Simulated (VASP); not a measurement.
BaS, 2 atoms in the cell. It takes space group Fm-3m (No. 225, cubic). The conventional cell has a = 6.332 Å, b = 6.332 Å, c = 6.332 Å, α = 90.00°, β = 90.00°, γ = 90.00°. Ba (site symmetry m-3m) has 6 S at 3.17 Å within 4.2 Å. S (site symmetry m-3m) has 6 Ba at 3.17 Å within 4.2 Å. 

```yaml
Program: VASP 6.6.1
Task: single point
Functional: PBEsol
Potentials_or_basis: VASP PAW PBE potentials, release 64 (Ba_sv, S)
Cutoff: 520 eV
k_mesh: 8 × 8 × 8
Occupations: gaussian, width 0.01 eV
Spin: no spin polarisation
Dipole_correction: no
Further_INCAR_settings: ALGO = Normal; EDIFF = 1e-07; NBANDS = 15
```

Potentials or basis: VASP PAW PBE potentials, release 64 (Ba_sv, S).

Command:

```console
$ cat potpaw_PBE.64/Ba_sv/POTCAR potpaw_PBE.64/S/POTCAR > POTCAR
$ mpirun -np 1 vasp_std > vasp.out
```

Hardware: 1 thread of Intel(R) Xeon(R) Platinum 8488C (Sapphire Rapids), with other jobs on the host.

Estimate the wall time of this run.

Wall time 35 s on 1 thread of Intel(R) Xeon(R) Platinum 8488C (Sapphire Rapids) (shared host), peak memory 0.21 GiB. Counts: scf iterations 13, k points 29.
